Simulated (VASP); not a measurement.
# In (I4/mmm) in VASP: single point with PBE+D3(BJ)

Aim: the single point of In with PBE+D3(BJ).

All numbers are computed with VASP 6.6.1; they aren't measurements. Logs are shortened: lines on timing, memory, paths and dates and some standing lists are left out, and cuts for length are marked.

## (1) The cell of the first run

The typed cell holds 1 atom: a = 3.329 Å, b = 3.329 Å, c = 3.329 Å, α = 120.05°, β = 120.05°, γ = 89.92°.

This isn't the form of In at room conditions, which is tetragonal.

## (2) Single point, PBE+D3(BJ)

Input file INCAR:

```
PREC     = Accurate       # precision mode
ENCUT    = 520            # plane-wave cutoff, eV
EDIFF    = 1E-7           # SCF threshold, eV
ISMEAR   = 0              # smearing method
SIGMA    = 0.1            # smearing width, eV
LREAL    = F              # projectors in reciprocal space
LASPH    = T              # aspherical terms in the spheres
NELM     = 100            # most SCF steps
ALGO     = Fast           # electronic algorithm
ISIF     = 2              # what is computed and relaxed
LWAVE    = F              # write WAVECAR
LCHARG   = T              # write CHGCAR
GGA      = PE             # functional
IVDW     = 12             # dispersion correction
LELF     = T              # ELF
LVHAR    = T            
NBANDS   = 12             # bands
```

Input file KPOINTS:

```
regular mesh
0
Gamma
  18 18 18
```

Input file POSCAR:

```
In
1.0
   -1.6634356990      1.6634356990      2.3556705979
    1.6634356990     -1.6634356990      2.3556705979
    1.6634356990      1.6634356990     -2.3556705979
In
1
Direct
    0.0000000000      0.0000000000      0.0000000000
```

Potentials or basis: VASP PAW PBE potentials, release 64 (In_d).

On the command line:

```
$ cat potpaw_PBE.64/In_d/POTCAR > POTCAR
$ mpirun -np 1 vasp_std > vasp.out
```

OUTCAR:

```text
PREC = Accurate
   ENCUT = 520
   EDIFF = 1E-7
   ISMEAR = 0
   LREAL = F
   LASPH = T
   NELM = 100
   ISIF = 2
   GGA = PE
   IVDW = 12
 IVDW          = 12

 ion  position               nearest neighbor table
   1  0.000  0.000  0.000-

  LATTYP: Found a body centered tetragonal cell.
 ALAT       =     3.3268713980
 C/A-ratio  =     1.4161476751

  Lattice vectors:

 A1 = (  -1.6634356990,   1.6634356990,   2.3556705979)
 A2 = (   1.6634356990,  -1.6634356990,   2.3556705979)
 A3 = (   1.6634356990,   1.6634356990,  -2.3556705979)

Analysis of symmetry for initial positions (statically):
=====================================================================
 Subroutine PRICEL returns:
 Original cell was already a primitive cell.

 Routine SETGRP: Setting up the symmetry group for a
 body centered tetragonal supercell.

 Subroutine GETGRP returns: Found 16 space group operations
 (whereof 16 operations were pure point group operations)
 out of a pool of 16 trial point group operations.

The static configuration has the point symmetry D_4h.

Analysis of symmetry for dynamics (positions and initial velocities):
=====================================================================
 Subroutine PRICEL returns:
 Original cell was already a primitive cell.

 Routine SETGRP: Setting up the symmetry group for a
 body centered tetragonal supercell.

 Subroutine GETGRP returns: Found 16 space group operations
 (whereof 16 operations were pure point group operations)
 out of a pool of 16 trial point group operations.

The dynamic configuration has the point symmetry D_4h.

 Subroutine INISYM returns: Found 16 space group operations
 (whereof 16 operations are pure point group operations),
 and found     1 'primitive' translations

----------------------------------------------------------------------------------------

                                     Primitive cell

  volume of cell :      26.0727

  direct lattice vectors                    reciprocal lattice vectors
    -1.663435699  1.663435699  2.355670598     0.000000000  0.300582704  0.212253785
     1.663435699 -1.663435699  2.355670598     0.300582704  0.000000000  0.212253785
     1.663435699  1.663435699 -2.355670598     0.300582704  0.300582704  0.000000000

  length of vectors
     3.329147130  3.329147130  3.329147130     0.367969606  0.367969606  0.425088136

  position of ions in fractional coordinates (direct lattice)
     0.000000000  0.000000000  0.000000000

  ion indices of the primitive-cell ions
   primitive index   ion index
                 1           1

[... 84 lines left out ...]
   EMIN   =  10.00;   EMAX   =-10.00  energy-range for DOS
   EFERMI =   0.00;   METHOD = LEGACY
   ISMEAR =     0;   SIGMA  =   0.10  broadening in eV -4-tet -1-fermi 0-gaus
   EFERMI_NEDOS =   21; number of points for ismear=-14 and -15
   IALGO  =     68    algorithm
   IMIX   =      4    mixing-type and parameters
     AMIX     =   0.40;   BMIX     =  1.00
     AMIX_MAG =   1.60;   BMIX_MAG =  1.00
  volume/ion in A,a.u.               =      26.07       175.95
  Fermi-wavevector in a.u.,A,eV,Ry     =   1.298157  2.453160 22.928682  1.685211
  Thomas-Fermi vector in A             =   2.429503
   LORBIT       =      0    0 simple, 1 ext, 2 COOP (PROOUT), +10 PAW based schemes
   GGA     = PE    functional components
   LHFCALC =     F    Hartree Fock is set to
   AEXX    =    0.0000 exact exchange contribution
   IVDW    =    12    specifies the selected vdW correction
   LEPSILON=     F    determine dielectric tensor
   LRPA    =     F    only Hartree local field effects (RPA)
 non-spin polarized calculation
 RMM-DIIS sequential band-by-band and
 Gauss-broadening in eV      SIGMA  =   0.10
  energy-cutoff  :      520.00
  volume of cell :       26.07
 maximum number of plane-waves:       725
 NGX is ok and might be reduce to    28
   NGX = 13   NGY = 13   NGZ = 13

 number of electron      13.0000004 magnetization

 Free energy of the ion-electron system (eV)
  ---------------------------------------------------
  ext. energy  EPLUGINS =         0.00000000
  ---------------------------------------------------
  free energy    TOTEN  =        -2.55303307 eV

  energy without entropy =       -2.55078485  energy(sigma->0) =       -2.55190896

 E-fermi :   7.5754     XC(G=0): -10.2694

 val. band max:        7.5746600090   @ k =  -0.4444  -0.4444   0.1667
 cond. band min:       7.5762247048   @ k =   0.2778   0.2778   0.1667
 fundamental gap:      0.0015646958
 Fermi energy:         7.5754330600

 k-point     1 :       0.0000    0.0000    0.0000
  band No.  band energies     occupation
      1      -7.0768      2.00000
      2      -7.0751      2.00000
      3      -7.0751      2.00000
      4      -6.9038      2.00000
      5      -6.9018      2.00000
      6      -2.0053      2.00000
      7      18.1673      0.00000
      8      18.1673      0.00000
      9      18.1709      0.00000
     10      19.0869      0.00000
     11      21.5785      0.00000
     12      21.5802      0.00000
[... 331 lines left out ...]
 k-point    24 :      -0.2222    0.0556    0.0000
  band No.  band energies     occupation
      1      -7.0971      2.00000
      2      -7.0292      2.00000
      3      -7.0235      2.00000
      4      -6.9104      2.00000
      5      -6.8676      2.00000
      6      -1.0225      2.00000
      7      12.2807      0.00000
      8      16.2121      0.00000
      9      17.1429      0.00000
     10      19.1342      0.00000
     11      20.9002      0.00000
     12      22.4812      0.00000

 [... further k-points ...]

------------------------ aborting loop because EDIFF is reached ----------------------------------------

 Edisp (eV)   -0.33937

 E8    (eV) :    -0.1694

  FORCE on cell =-STRESS in cart. coord.  units (eV):
  Direction    XX          YY          ZZ          XY          YZ          ZX
  --------------------------------------------------------------------------------------
  -------------------------------------------------------------------------------------
  Total      -0.00026    -0.00026    -0.00326     0.00000     0.00000     0.00000
  in kB      -0.01573    -0.01573    -0.20054     0.00000     0.00000     0.00000
  external pressure =       -0.08 kB  Pullay stress =        0.00 kB

 VOLUME and BASIS-vectors are now :
 -----------------------------------------------------------------------------
  energy-cutoff  :      520.00
  volume of cell :       26.07
      direct lattice vectors                 reciprocal lattice vectors
    -1.663435699  1.663435699  2.355670598     0.000000000  0.300582704  0.212253785
     1.663435699 -1.663435699  2.355670598     0.300582704  0.000000000  0.212253785
     1.663435699  1.663435699 -2.355670598     0.300582704  0.300582704  0.000000000

 POSITION                                       TOTAL-FORCE (eV/Angst)
 -----------------------------------------------------------------------------------
      0.00000      0.00000      0.00000         0.000000      0.000000      0.000000
 -----------------------------------------------------------------------------------
    total drift:                               -0.000000     -0.000000     -0.000000

  FREE ENERGIE OF THE ION-ELECTRON SYSTEM (eV)
  ---------------------------------------------------
  free  energy   TOTEN  =        -2.8924068682 eV

  energy  without entropy=       -2.8901586438  energy(sigma->0) =       -2.89128276
```

stdout:

```text
POSCAR found type information on POSCAR In
 POSCAR found :  1 types and       1 ions
 scaLAPACK will be used
 LDA part: xc-table for (Slater+PW92), standard interpolation
 POSCAR, INCAR and KPOINTS ok, starting setup
 FFT: planning ... GRIDC
 FFT: planning ... GRID_SOFT
 FFT: planning ... GRID
 WAVECAR not read
 entering main loop
WARNING in EDDRMM: call to ZHEGV failed, returncode =   6  3     10
WARNING in EDDRMM: call to ZHEGV failed, returncode =   8  4     12
WARNING in EDDRMM: call to ZHEGV failed, returncode =   8  4     11
WARNING in EDDRMM: call to ZHEGV failed, returncode =   6  3     11
WARNING in EDDRMM: call to ZHEGV failed, returncode =   6  3     11
WARNING in EDDRMM: call to ZHEGV failed, returncode =   8  4     12
WARNING in EDDRMM: call to ZHEGV failed, returncode =   8  4     11
WARNING in EDDRMM: call to ZHEGV failed, returncode =   6  3     10
WARNING in EDDRMM: call to ZHEGV failed, returncode =   6  3     10
WARNING in EDDRMM: call to ZHEGV failed, returncode =   6  3     10
[... 9 lines left out ...]
WARNING in EDDRMM: call to ZHEGV failed, returncode =   6  3     10
WARNING in EDDRMM: call to ZHEGV failed, returncode =   6  3     10
WARNING in EDDRMM: call to ZHEGV failed, returncode =   6  3     10
WARNING in EDDRMM: call to ZHEGV failed, returncode =   6  3     10
WARNING in EDDRMM: call to ZHEGV failed, returncode =   6  3     11
WARNING in EDDRMM: call to ZHEGV failed, returncode =   6  3     10
WARNING in EDDRMM: call to ZHEGV failed, returncode =   6  3     10
WARNING in EDDRMM: call to ZHEGV failed, returncode =   6  3     11
WARNING in EDDRMM: call to ZHEGV failed, returncode =   6  3     11
WARNING in EDDRMM: call to ZHEGV failed, returncode =   6  3     11
```

Run time: 1.8 min. Hardware: 1 thread of Intel Xeon 6975P-C (Granite Rapids), shared host; peak memory 0.28 GiB.

What came out:

| Property | Result |
| --- | --- |
| Free energy | -2.8924 eV |
| Pressure | 0.0 GPa |
| Band gap on the k mesh | zero (an odd number of electrons rules out a gap without spin polarisation) |
| Dispersion energy per atom | -0.339 eV |

Caveat: spin-orbit coupling is left out, which moves the levels of the heavy elements.
